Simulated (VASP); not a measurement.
# CuI (F-43m) in VASP: a series of runs

Aim: see how the results for CuI move with the level of theory and the settings. Levels: PBEsol, PBEsol+U. Tasks: single point.

Everything below comes from runs of VASP 6.6.1. Logs are shortened: lines on timing, memory, paths and dates and some standing lists are left out, and cuts for length are marked.

### Step 1. The cell of the first run

It takes space group F-43m (No. 216, cubic). Conventional cell: a = 6.063 Å, b = 6.063 Å, c = 6.063 Å, α = 90.00°, β = 90.00°, γ = 90.00°. Within 3.5 Å of I (site symmetry -43m) lie 4 Cu at 2.63 Å. Within 3.5 Å of Cu (site symmetry -43m) lie 4 I at 2.63 Å.

### Step 2. Single point, PBEsol

File POSCAR:

```
CuI
1.0
    0.0000000000      3.0315000000      3.0315000000
    3.0315000000      0.0000000000      3.0315000000
    3.0315000000      3.0315000000      0.0000000000
I Cu
1 1
Direct
    0.0000000000      0.0000000000      0.0000000000
    0.7500000000      0.7500000000      0.7500000000
```

File INCAR.step1:

```
PREC = Accurate
ENCUT = 520
EDIFF = 1E-7
ISMEAR = -1
SIGMA = 0.05
LREAL = False
LASPH = True
NELM = 100
ALGO = Normal
ISIF = 2
LWAVE = False
LCHARG = True
LMAXMIX = 4
GGA = PS
NBANDS = 16
```

File KPOINTS.step1:

```
Automatic mesh
0
Gamma
  8 8 8
```

File INCAR.step2:

```
PREC = Accurate
ENCUT = 520
EDIFF = 1E-7
ISMEAR = -5
SIGMA = 0.05
LREAL = False
LASPH = True
NELM = 100
ALGO = Normal
ISIF = 2
LWAVE = False
LCHARG = False
LMAXMIX = 4
GGA = PS
LORBIT = 11
NBANDS = 16
NEDOS = 1001
ICHARG = 11
```

File KPOINTS.step2:

```
Automatic mesh
0
Gamma
  12 12 12
```

Potentials or basis: VASP PAW PBE potentials, release 64 (I, Cu).

Run with:

```sh
$ cat potpaw_PBE.64/I/POTCAR potpaw_PBE.64/Cu/POTCAR > POTCAR
$ cp INCAR.step1 INCAR
$ cp KPOINTS.step1 KPOINTS
$ mpirun -np 1 vasp_std > vasp.out
$ cp INCAR.step2 INCAR
$ cp KPOINTS.step2 KPOINTS
$ mpirun -np 1 vasp_std > vasp.out
```

OUTCAR:

```text
PREC = Accurate
   ENCUT = 520
   EDIFF = 1E-7
   ISMEAR = -5
   LREAL = False
   LASPH = True
   NELM = 100
   ISIF = 2
   GGA = PS
   LORBIT = 11
   ICHARG = 11

 ion  position               nearest neighbor table
   1  0.000  0.000  0.000-   2 2.63   2 2.63   2 2.63   2 2.63
   2  0.750  0.750  0.750-   1 2.63   1 2.63   1 2.63   1 2.63

  LATTYP: Found a face centered cubic cell.
 ALAT       =     6.0630000000

  Lattice vectors:

 A1 = (   0.0000000000,   3.0315000000,   3.0315000000)
 A2 = (   3.0315000000,   0.0000000000,   3.0315000000)
 A3 = (   3.0315000000,   3.0315000000,   0.0000000000)

Analysis of symmetry for initial positions (statically):
=====================================================================
 Subroutine PRICEL returns:
 Original cell was already a primitive cell.

 Routine SETGRP: Setting up the symmetry group for a
 face centered cubic supercell.

 Subroutine GETGRP returns: Found 24 space group operations
 (whereof 24 operations were pure point group operations)
 out of a pool of 48 trial point group operations.

The static configuration has the point symmetry T_d .

Analysis of symmetry for dynamics (positions and initial velocities):
=====================================================================
 Subroutine PRICEL returns:
 Original cell was already a primitive cell.

 Routine SETGRP: Setting up the symmetry group for a
 face centered cubic supercell.

 Subroutine GETGRP returns: Found 24 space group operations
 (whereof 24 operations were pure point group operations)
 out of a pool of 48 trial point group operations.

The dynamic configuration has the point symmetry T_d .

 Subroutine INISYM returns: Found 24 space group operations
 (whereof 24 operations are pure point group operations),
 and found     1 'primitive' translations

----------------------------------------------------------------------------------------

                                     Primitive cell

  volume of cell :      55.7189

  direct lattice vectors                    reciprocal lattice vectors
     0.000000000  3.031500000  3.031500000    -0.164934851  0.164934851  0.164934851
     3.031500000  0.000000000  3.031500000     0.164934851 -0.164934851  0.164934851
     3.031500000  3.031500000  0.000000000     0.164934851  0.164934851 -0.164934851

  length of vectors
     4.287188414  4.287188414  4.287188414     0.285675541  0.285675541  0.285675541

  position of ions in fractional coordinates (direct lattice)
[... 87 lines left out ...]
   ISIF   =      2    stress and relaxation
   ISYM   =      2    0-nonsym 1-usesym 2-fastsym
   POTIM  = 0.5000    time-step for ionic-motion
   TEBEG  =    0.0;   TEEND  =   0.0 temperature during run
   PSTRESS=    0.0 pullay stress
   NELECT =      18.0000    total number of electrons
   NUPDOWN=      -1.0000    fix difference up-down
   EMIN   =  10.00;   EMAX   =-10.00  energy-range for DOS
   EFERMI =   0.00;   METHOD = LEGACY
   ISMEAR =    -5;   SIGMA  =   0.05  broadening in eV -4-tet -1-fermi 0-gaus
   EFERMI_NEDOS =   21; number of points for ismear=-14 and -15
   IALGO  =     38    algorithm
   IMIX   =      4    mixing-type and parameters
     AMIX     =   0.40;   BMIX     =  1.00
     AMIX_MAG =   1.60;   BMIX_MAG =  1.00
  volume/ion in A,a.u.               =      27.86       188.00
  Fermi-wavevector in a.u.,A,eV,Ry     =   1.123306  2.122741 17.168055  1.261816
  Thomas-Fermi vector in A             =   2.259971
   LORBIT       =     11    0 simple, 1 ext, 2 COOP (PROOUT), +10 PAW based schemes
   GGA     = PS    functional components
   LHFCALC =     F    Hartree Fock is set to
   AEXX    =    0.0000 exact exchange contribution
   IVDW    =     0    specifies the selected vdW correction
   LEPSILON=     F    determine dielectric tensor
   LRPA    =     F    only Hartree local field effects (RPA)
 non-spin polarized calculation
 Fermi weights with tetrahedron method with Bloechl corrections
  energy-cutoff  :      520.00
  volume of cell :       55.72
 maximum number of plane-waves:      1524

 number of electron      18.0000014 magnetization

 Free energy of the ion-electron system (eV)
  ---------------------------------------------------
  ext. energy  EPLUGINS =         0.00000000
  ---------------------------------------------------
  free energy    TOTEN  =        -6.29481149 eV

  energy without entropy =       -6.29481149  energy(sigma->0) =       -6.29481149

 E-fermi :   4.3065     XC(G=0):  -9.1391

 val. band max:        4.2832213722   @ k =   0.0000   0.0000   0.0000
 cond. band min:       5.3114406031   @ k =   0.0000   0.0000   0.0000
 fundamental gap:      1.0282192309
 Fermi energy:         4.3065084528

 k-point     1 :       0.0000    0.0000    0.0000
  band No.  band energies     occupation
      1      -9.7453      2.00000
      2       0.6385      2.00000
      3       0.6385      2.00000
      4       0.6385      2.00000
      5       2.4100      2.00000
      6       2.4100      2.00000
[... 433 lines left out ...]
      3       0.2652      2.00000
      4       0.6535      2.00000
      5       2.3742      2.00000
      6       2.4172      2.00000
[... 8 lines left out ...]
     15      14.0558      0.00000
     16      14.7606      0.00000

 [... further k-points ...]

------------------------ aborting loop because EDIFF is reached ----------------------------------------

  FORCE on cell =-STRESS in cart. coord.  units (eV):
  Direction    XX          YY          ZZ          XY          YZ          ZX
  --------------------------------------------------------------------------------------
  -------------------------------------------------------------------------------------
  Total       -0.8922649     -0.8922649     -0.8922649     -0.0000000     -0.0000000      0.0000000
  in kB      -25.6567507    -25.6567507    -25.6567507     -0.0000000     -0.0000000      0.0000000
  external PRESSURE =     -25.6567507 kB  Pullay stress =       0.0000000 kB

 VOLUME and BASIS-vectors are now :
 -----------------------------------------------------------------------------
  energy-cutoff  :      520.00
  volume of cell :       55.72
      direct lattice vectors                 reciprocal lattice vectors
     0.000000000  3.031500000  3.031500000    -0.164934851  0.164934851  0.164934851
     3.031500000  0.000000000  3.031500000     0.164934851 -0.164934851  0.164934851
     3.031500000  3.031500000  0.000000000     0.164934851  0.164934851 -0.164934851

 POSITION                                       TOTAL-FORCE (eV/Angst)
 -----------------------------------------------------------------------------------
      0.00000      0.00000      0.00000         0.000000      0.000000     -0.000000
      4.54725      4.54725      4.54725        -0.000000     -0.000000      0.000000
 -----------------------------------------------------------------------------------
    total drift:                               -0.000000     -0.000000     -0.000000

  FREE ENERGIE OF THE ION-ELECTRON SYSTEM (eV)
  ---------------------------------------------------
  free  energy   TOTEN  =        -6.2948114927 eV

  energy  without entropy=       -6.2948114927  energy(sigma->0) =       -6.29481149

 total charge

# of ion       s       p       d       tot
------------------------------------------
    1        1.491   2.740   0.054   4.285
    2        0.331   0.263   9.327   9.921
--------------------------------------------------
tot          1.822   3.004   9.381  14.207
```

Run time: 68 s. Hardware: 1 thread of Intel Xeon 8259CL, shared host; peak memory 0.22 GiB.

What came out:

| Property | Result |
| --- | --- |
| Valence electrons inside the program's atomic spheres | I 4.29; Cu 9.92 |

Caveat: the PAW data sets were made with another functional, which shifts forces and pressure a little; spin-orbit coupling is left out, which moves the levels of the heavy elements.

### Step 3. Single point, PBEsol+U

POSCAR is that of step 2.

File INCAR.step1:

```
PREC     = Accurate       # precision mode
ENCUT    = 520            # plane-wave cutoff, eV
EDIFF    = 1E-6           # SCF threshold, eV
ISMEAR   = -1             # smearing method
SIGMA    = 0.05           # smearing width, eV
LREAL    = False          # projectors in reciprocal space
LASPH    = True           # aspherical terms in the spheres
NELM     = 150            # most SCF steps
ALGO     = Normal         # electronic algorithm
ISIF     = 2              # what is computed and relaxed
LWAVE    = False          # write WAVECAR
LCHARG   = True           # write CHGCAR
LMAXMIX  = 4              # l up to which the mixer works
LDAU     = True           # DFT+U
LDAUTYPE = 2            
LDAUL    = -1 2           # shell
LDAUU    = 0 2            # U, eV
LDAUJ    = 0 0          
LDAUPRINT= 1            
GGA      = PS             # functional
NBANDS   = 16             # bands
```

KPOINTS.step1 is that of step 2.

File INCAR.step2:

```
PREC     = Accurate       # precision mode
ENCUT    = 520            # plane-wave cutoff, eV
EDIFF    = 1E-6           # SCF threshold, eV
ISMEAR   = -5             # smearing method
SIGMA    = 0.05           # smearing width, eV
LREAL    = False          # projectors in reciprocal space
LASPH    = True           # aspherical terms in the spheres
NELM     = 150            # most SCF steps
ALGO     = Normal         # electronic algorithm
ISIF     = 2              # what is computed and relaxed
LWAVE    = False          # write WAVECAR
LCHARG   = False          # write CHGCAR
LMAXMIX  = 4              # l up to which the mixer works
LDAU     = True           # DFT+U
LDAUTYPE = 2            
LDAUL    = -1 2           # shell
LDAUU    = 0 2            # U, eV
LDAUJ    = 0 0          
LDAUPRINT= 1            
GGA      = PS             # functional
LORBIT   = 11             # projections on sites
NBANDS   = 16             # bands
NEDOS    = 2001           # points of the DOS
ICHARG   = 11             # starting density
```

KPOINTS.step2 is that of step 2.

Potentials or basis: VASP PAW PBE potentials, release 64 (I, Cu).

Run with:

```sh
$ cat potpaw_PBE.64/I/POTCAR potpaw_PBE.64/Cu/POTCAR > POTCAR
$ cp INCAR.step1 INCAR
$ cp KPOINTS.step1 KPOINTS
$ mpirun -np 1 vasp_std > vasp.out
$ cp INCAR.step2 INCAR
$ cp KPOINTS.step2 KPOINTS
$ mpirun -np 1 vasp_std > vasp.out
```

OUTCAR:

```text
PREC = Accurate
   ENCUT = 520
   EDIFF = 1E-6
   ISMEAR = -5
   LREAL = False
   LASPH = True
   NELM = 150
   ISIF = 2
   GGA = PS
   LORBIT = 11
   ICHARG = 11

 ion  position               nearest neighbor table
   1  0.000  0.000  0.000-   2 2.63   2 2.63   2 2.63   2 2.63
   2  0.750  0.750  0.750-   1 2.63   1 2.63   1 2.63   1 2.63

  LATTYP: Found a face centered cubic cell.
 ALAT       =     6.0630000000

  Lattice vectors:

 A1 = (   0.0000000000,   3.0315000000,   3.0315000000)
 A2 = (   3.0315000000,   0.0000000000,   3.0315000000)
 A3 = (   3.0315000000,   3.0315000000,   0.0000000000)

Analysis of symmetry for initial positions (statically):
=====================================================================
 Subroutine PRICEL returns:
 Original cell was already a primitive cell.

 Routine SETGRP: Setting up the symmetry group for a
 face centered cubic supercell.

 Subroutine GETGRP returns: Found 24 space group operations
 (whereof 24 operations were pure point group operations)
 out of a pool of 48 trial point group operations.

[... 207 lines left out ...]
 k-point     1 :       0.0000    0.0000    0.0000
  band No.  band energies     occupation
      1      -9.7372      2.00000
      2       0.4053      2.00000
      3       0.4053      2.00000
      4       0.4053      2.00000
      5       1.9508      2.00000
      6       1.9508      2.00000
[... 433 lines left out ...]
      3       0.1503      2.00000
      4       0.4797      2.00000
      5       1.9156      2.00000
      6       1.9553      2.00000
[... 8 lines left out ...]
     15      14.0352      0.00000
     16      14.7517      0.00000

 [... further k-points ...]

------------------------ aborting loop because EDIFF is reached ----------------------------------------

  FORCE on cell =-STRESS in cart. coord.  units (eV):
  Direction    XX          YY          ZZ          XY          YZ          ZX
  --------------------------------------------------------------------------------------
  -------------------------------------------------------------------------------------
  Total       -0.7995424     -0.7995424     -0.7995424      0.0000000      0.0000000     -0.0000000
  in kB      -22.9905514    -22.9905514    -22.9905514      0.0000000      0.0000000     -0.0000000
  external PRESSURE =     -22.9905514 kB  Pullay stress =       0.0000000 kB

 VOLUME and BASIS-vectors are now :
 -----------------------------------------------------------------------------
  energy-cutoff  :      520.00
  volume of cell :       55.72
      direct lattice vectors                 reciprocal lattice vectors
     0.000000000  3.031500000  3.031500000    -0.164934851  0.164934851  0.164934851
     3.031500000  0.000000000  3.031500000     0.164934851 -0.164934851  0.164934851
     3.031500000  3.031500000  0.000000000     0.164934851  0.164934851 -0.164934851

 POSITION                                       TOTAL-FORCE (eV/Angst)
 -----------------------------------------------------------------------------------
      0.00000      0.00000      0.00000         0.000000     -0.000000     -0.000000
      4.54725      4.54725      4.54725        -0.000000      0.000000      0.000000
 -----------------------------------------------------------------------------------
    total drift:                               -0.000000     -0.000000     -0.000000

  FREE ENERGIE OF THE ION-ELECTRON SYSTEM (eV)
  ---------------------------------------------------
  free  energy   TOTEN  =        -5.7126278384 eV

  energy  without entropy=       -5.7126278384  energy(sigma->0) =       -5.71262784

 total charge

# of ion       s       p       d       tot
------------------------------------------
    1        1.491   2.749   0.049   4.289
    2        0.323   0.257   9.389   9.969
--------------------------------------------------
tot          1.814   3.007   9.438  14.258
```

OUTCAR.step1:

```text
PREC = Accurate
   ENCUT = 520
   EDIFF = 1E-6
   ISMEAR = -1
   LREAL = False
[... 714 lines left out ...]
      0.00000      0.00000      0.00000         0.000000      0.000000      0.000000
      4.54725      4.54725      4.54725        -0.000000     -0.000000     -0.000000
 -----------------------------------------------------------------------------------
    total drift:                               -0.000000     -0.000000     -0.000000

  FREE ENERGIE OF THE ION-ELECTRON SYSTEM (eV)
  ---------------------------------------------------
  free  energy   TOTEN  =        -5.7123772905 eV

  energy  without entropy=       -5.7123772703  energy(sigma->0) =       -5.71237728
```

It took 59 s on 1 thread of Intel Xeon 8259CL, shared host; peak memory 0.21 GiB.

What came out:

```
Valence electrons inside the program's atomic spheres : I 4.29; Cu 9.97
```

Eigenvalues of the final occupation matrices:
```csv
site,spin,trace,eigenvalues
site 2 d,1,4.71,0.94 0.94 0.94 0.94 0.94
site 2 d,2,4.71,0.94 0.94 0.94 0.94 0.94
```

Caveat: the PAW data sets were made with another functional, which shifts forces and pressure a little; spin-orbit coupling is left out, which moves the levels of the heavy elements.

### Step 4. Single point, PBEsol+U

POSCAR is that of step 3.

File INCAR.step1:

```
ALGO = Normal
EDIFF = 1E-6
ENCUT = 520
GGA = PS
ISIF = 2
ISMEAR = -1
LASPH = True
LCHARG = True
LDAU = True
LDAUJ = 0 0
LDAUL = -1 2
LDAUPRINT = 1
LDAUTYPE = 2
LDAUU = 0 4
LMAXMIX = 4
LREAL = False
LWAVE = False
NBANDS = 16
NELM = 150
PREC = Accurate
SIGMA = 0.05
```

File KPOINTS.step1:

```
k-points
0
Gamma
  8 8 8
```

File INCAR.step2:

```
ALGO = Normal
EDIFF = 1E-6
ENCUT = 520
GGA = PS
ICHARG = 11
ISIF = 2
ISMEAR = -5
LASPH = True
LCHARG = False
LDAU = True
LDAUJ = 0 0
LDAUL = -1 2
LDAUPRINT = 1
LDAUTYPE = 2
LDAUU = 0 4
LMAXMIX = 4
LORBIT = 11
LREAL = False
LWAVE = False
NBANDS = 16
NEDOS = 2001
NELM = 150
PREC = Accurate
SIGMA = 0.05
```

File KPOINTS.step2:

```
k-points
0
Gamma
  12 12 12
```

Run with:

```sh
$ cat potpaw_PBE.64/I/POTCAR potpaw_PBE.64/Cu/POTCAR > POTCAR
$ cp INCAR.step1 INCAR
$ cp KPOINTS.step1 KPOINTS
$ mpirun -np 1 vasp_std > vasp.out
$ cp INCAR.step2 INCAR
$ cp KPOINTS.step2 KPOINTS
$ mpirun -np 1 vasp_std > vasp.out
```

It took 54 s on 1 thread of Intel Xeon 8259CL, shared host; peak memory 0.21 GiB.

It converged, with:

```
Valence electrons inside the program's atomic spheres : I 4.29; Cu 10.02
```

Levels at points of the mesh, in eV from the valence-band top:
```
           k point  band 6  band 7  band 8  band 9  band 10  band 11  band 12  band 13
(0.00, 0.00, 0.00)   -2.33    0.00    0.00    0.00     1.63     5.42     5.42     5.42
(0.50, 0.00, 0.00)   -2.31   -2.27   -0.75   -0.75     2.66     5.87     5.87     7.74
(0.50, 0.50, 0.00)   -2.26   -2.17   -1.78   -1.78     3.05     3.34     9.61    10.29
```

Eigenvalues of the final occupation matrices:
| site | spin | trace | eigenvalues |
| --- | --- | --- | --- |
| site 2 d | 1 | 4.74 | 0.94 0.94 0.95 0.95 0.95 |
| site 2 d | 2 | 4.74 | 0.94 0.94 0.95 0.95 0.95 |

Caveat: the PAW data sets were made with another functional, which shifts forces and pressure a little; spin-orbit coupling is left out, which moves the levels of the heavy elements.
